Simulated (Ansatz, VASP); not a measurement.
# RbBr in VASP and in Ansatz

File INCAR:

```
ALGO = Normal ; EDIFF = 1E-6
ENCUT = 520 ; GGA = PS
ISIF = 2 ; ISMEAR = -1
LASPH = True ; LCHARG = False
LREAL = False ; LWAVE = False
NBANDS = 15 ; NELM = 100
PREC = Accurate ; SIGMA = 0.03
```

KPOINTS

```
k-points
0
Gamma
  7 7 7
```

File POSCAR:

```
RbBr
1.0
    0.0000000000      3.4275000000      3.4960500000
    3.4275000000      0.0000000000      3.4960500000
    3.4275000000      3.4275000000      0.0000000000
Rb Br
1 1
Direct
    0.0000000000      0.0000000000      0.0000000000
    0.5000000000      0.5000000000      0.5000000000
```

Input for Ansatz:

```yaml
crystal:
  lattice:
    - [0.0, 3.4275, 3.49605]
    - [3.4275, 0.0, 3.49605]
    - [3.4275, 3.4275, 0.0]
  atoms:
    - { symbol: Rb, position: [0.0, 0.0, 0.0] }
    - { symbol: Br, position: [0.5, 0.5, 0.5] }
kpoints:
  mp_grid: { grid: [7, 7, 7] }
  band_path:
    path:
      - [0.0, 0.0, 0.0]
      - [0.0, 0.5, 0.5]
      - [0.25, 0.75, 0.5]
      - [0.0, 0.5, 0.0]
      - [0.0, 0.0, 0.0]
      - [0.5, 0.5, 0.0]
      - [0.3701460977, 0.6298539023, 0.0]
      - [-0.3701460977, 0.3701460977, 0.0]
      - [0.0, 0.0, 0.0]
    npoints: 5
scf:
  occupations: { method: fermi_dirac, width: 0.03 }
hamiltonian:
  xc: pbesol
  pseudopotentials: { kind: all_electron, lapw: { basis_error: 0.001 } }
output:
  forces: true
  stress: true
  eigenvalues: true
```

Change from the starting cell: zz strain of +2 %.

Alike in both runs: task single point; functional PBEsol; k mesh 7 × 7 × 7; occupations fermi-dirac, width 0.03 eV; no spin polarisation.

```csv
,VASP,Ansatz
version,VASP 6.6.1,Ansatz 0.2.0
potentials or method,"VASP PAW PBE potentials, release 64 (Rb_sv, Br), cutoff 520 eV","all-electron LAPW, scalar-relativistic"
```

|  | VASP | Ansatz | Ansatz less VASP |
| --- | --- | --- | --- |
| gap on the k mesh at the Fermi level (eV) | 4.16 | 4.16 | +0.003 |
| pressure (GPa) | -0.3 | -0.3 | -0.03 |
| traceless stress, the component that is largest in VASP (GPa) | -0.32 | -0.32 | +0.005 |

VASP's potentials were made for PBE, not for PBEsol. Ansatz ran all-electron here, and VASP with PAW potentials.
